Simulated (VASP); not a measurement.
A run of VASP 6.6.1:

File INCAR:

```
  ALGO = Normal
  EDIFF = 1E-6
  EDIFFG = -0.002
  ENCUT = 600
  IBRION = 2
  ISIF = 3
  ISMEAR = -1
  LASPH = T
  LCHARG = F
  LREAL = F
  LWAVE = F
  NELM = 80
  NSW = 100
  PREC = Accurate
  PSTRESS = 20.0
  SIGMA = 0.1
```

KPOINTS

```
k-points
0
Gamma
  14 14 8
```

Contents of POSCAR:

```
La
1.0
    3.5759633762      0.0000000000      0.0000000000
   -1.7879816881      3.0968751268      0.0000000000
    0.0000000000      0.0000000000      5.9163538279
La
2
Direct
    0.3333333333      0.6666666667      0.2500000000
    0.6666666667      0.3333333333      0.7500000000
```

Potentials or basis: VASP PAW LDA potentials, release 64 (La).

Command:

```console
$ cat potpaw_LDA.64/La/POTCAR > POTCAR
$ mpirun -np 1 vasp_std > vasp.out
```

Hardware: 1 thread of Oxide Virtual Turin-like Processor, on a shared host.

How long does it take, and how much memory?

It took 24 min on 1 thread of Oxide Virtual Turin-like Processor, with other jobs on the host, peak memory 0.26 GiB. Counts: scf iterations 67, k points 120, ion steps 11.
